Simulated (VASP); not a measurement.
Here is a VASP 6.6.1 calculation.

Contents of INCAR:

```
SYSTEM = MgS
  PREC = Accurate
  ENCUT = 520
  EDIFF = 1E-6
  ISMEAR = 0
  SIGMA = 0.01
  LREAL = .False.
  LASPH = .True.
  NELM = 60
  ALGO = Normal
  ISIF = 2
  LWAVE = .False.
  LCHARG = .False.
  GGA = B5
  ALDAX = 1.0
  AGGAX = 1.0
  AGGAC = 1.0
  ALDAC = 0.0
  IVDW = 12
  VDW_S6 = 1.0
  VDW_S8 = 2.6996
  VDW_A1 = 0.4298
  VDW_A2 = 4.2359
  NBANDS = 16
```

File KPOINTS:

```
regular mesh
0
Gamma
  5 5 3
  0 0 0
```

POSCAR

```
MgS
1.0
    3.9696454771      0.0000000000      0.0000000000
   -1.9848227385      3.4378138272      0.0000000000
    0.0000000000      0.0000000000      6.3858134296
Mg S
2 2
Direct
    0.6666666667      0.3333333333      0.4976257562
    0.3333333333      0.6666666667      0.9976257562
    0.3333333333      0.6666666667      0.3773642438
    0.6666666667      0.3333333333      0.8773642438
```

Potentials or basis: VASP PAW PBE potentials, release 64 (Mg, S).

Command:

```bash
$ cat potpaw_PBE.64/Mg/POTCAR potpaw_PBE.64/S/POTCAR > POTCAR
$ mpirun -np 1 vasp_std > vasp.out
```

Question: What does it give for the pressure?

Answer: -0.1 GPa.

Question: Predict the band gap on the k mesh.

Answer: 3.83 eV, direct.

Question: What does it give for the dispersion energy per atom?

Answer: -0.617 eV.

Caveat: the PAW data sets were made with another functional, which shifts forces and pressure a little.
